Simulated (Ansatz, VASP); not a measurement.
## SrO: VASP beside Ansatz

```
Sr O
1.0
     0.00000    2.59745    2.59745
     2.59745    0.00000    2.59745
     2.59745    2.59745    0.00000
Sr O
1 1
Direct
  0.50000 0.50000 0.50000
  0.00000 0.00000 0.00000
```

Alike in both runs: functional PBE; k mesh 8 × 8 × 8; occupations gaussian, width 0.02 eV; no spin polarisation.

Ansatz relaxed the structure, and its values are those at the end. VASP's run is a single point on that final structure, the one shown.

```csv
,VASP,Ansatz
version,VASP 6.6.1,Ansatz 0.2.0
potentials or method,"VASP PAW PBE potentials, release 64 (Sr_sv, O), cutoff 520 eV","scalar-relativistic, plane waves, PAW"
valence electrons in the cell,16,16
```

```tsv
	VASP	Ansatz	Ansatz less VASP
gap on the k mesh at the Fermi level (eV)	3.28	3.33	+0.046
least direct gap on the mesh (eV)	3.39	3.42	+0.036
pressure (GPa)	0.5	0.0	-0.51
```

The functional is the same, so the differences come from potentials, cutoffs and numerics.
